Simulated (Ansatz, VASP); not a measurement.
# One calculation of BaZrO3, two programs

```
Ba Zr O
1.0
     4.03661    0.00000    0.00000
     0.00000    4.03661    0.00000
     0.00000    0.00000    4.03661
Ba Zr O
1 1 3
Direct
  0.00000 0.00000 0.00000
  0.50000 0.50000 0.50000
  0.50000 0.00000 0.50000
  0.50000 0.50000 0.00000
  0.00000 0.50000 0.50000
```

Change from the starting cell: equal strain along all axes, cell held, atoms relaxed: -4.5 %.

Alike in both runs: task single point; functional PBE; k mesh 6 × 6 × 6; occupations gaussian, width 0.02 eV; no spin polarisation.

|  | VASP | Ansatz |
| --- | --- | --- |
| version | VASP 6.6.1 | Ansatz 0.2.0 |
| potentials or method | VASP PAW PBE potentials, release 64 (Ba_sv, Zr_sv, O), cutoff 520 eV | scalar-relativistic, plane waves, PAW |
| valence electrons in the cell | 40 | 40 |

|  | VASP | Ansatz | Ansatz less VASP |
| --- | --- | --- | --- |
| gap on the k mesh at the Fermi level (eV) | 3.41 | 3.48 | +0.069 |
| least direct gap on the mesh (eV) | 3.46 | 3.49 | +0.031 |
| pressure (GPa) | 29.8 | 28.1 | -1.68 |

Both programs put the cell under a high pressure, so it lies far from rest at this level.

Neither program's run includes spin-orbit coupling.
